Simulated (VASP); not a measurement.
**CdS (Hawleyite): single point with LDA**

The system is CdS (Hawleyite).

```
CELL_PARAMETERS angstrom
2.79822 2.79822 0.00000
-2.79822 2.79822 0.00000
0.00000 2.79822 2.79822
ATOMIC_POSITIONS crystal
Cd 0.00000 0.00000 0.00000
S 0.75000 0.25000 0.50000
```

```
Program             : VASP 6.6.1
Task                : single point
Functional          : LDA
Potentials or basis : VASP PAW LDA potentials, release 64 (Cd, S)
Cutoff              : 520 eV
k mesh              : 8 × 8 × 8
Occupations         : gaussian, width 0.01 eV
Spin                : no spin polarisation
```

* Pressure: 7.8 GPa
* Band gap on the k mesh: 1.15 eV, direct

Levels at points of the mesh, in eV from the valence-band top:
```csv
k point,band 5,band 6,band 7,band 8,band 9,band 10,band 11,band 12,band 13,band 14
"(0.00, 0.00, 0.00)",-7.68,-7.68,0.00,0.00,0.00,1.15,6.29,6.29,6.29,11.62
"(0.50, 0.00, 0.00)",-7.62,-7.17,-5.35,-0.97,-0.97,2.94,6.81,6.81,7.57,11.18
"(0.50, 0.50, 0.00)",-7.55,-7.10,-4.64,-2.40,-2.40,3.08,4.25,9.54,11.29,11.29
```

Run time: 32 s on 1 thread of Intel Xeon 8259CL, on a shared host, peak memory 0.16 GiB.

Expect the measured gap to be larger: semilocal functionals such as LDA lack the derivative discontinuity.
